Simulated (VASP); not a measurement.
Runs of VASP 6.6.1 on BiTe. The structure is that of space group R-3m (No. 166), or close to it. The cells are those of the table. 

| cell | gap on the mesh (eV) | pressure (GPa) |
| --- | --- | --- |
| a = 4.360 Å, angles 67.3°, 2 atoms | none | (a) |
| a = 5.255 Å, angles 45.7°, 2 atoms | none | -2.1 |
| a = 4.196 Å, angles 75.3°, 2 atoms | none | -2.1 |
| a = 6.289 Å, angles 33.6°, 2 atoms | none | -4.5 |
| a = 4.107 Å, angles 82.7°, 2 atoms | none | -3.9 |

Alike in all rows: task single point; level PBE; potentials or basis VASP PAW PBE potentials, release 64 (Bi_d, Te); no spin polarisation; k mesh 14 × 14 × 14; cutoff (eV) 520; smearing gaussian 0.15 eV.

Q: Estimate the missing entries.

A: (a) -0.1.

Caveats: spin-orbit coupling is left out, which moves the levels of the heavy elements; the cell stands under tension (at least some runs).

A k mesh can miss the band edges, and the runs leave out spin-orbit coupling on Bi, Te.

A gap of «none» marks levels without a gap at the run's occupations.
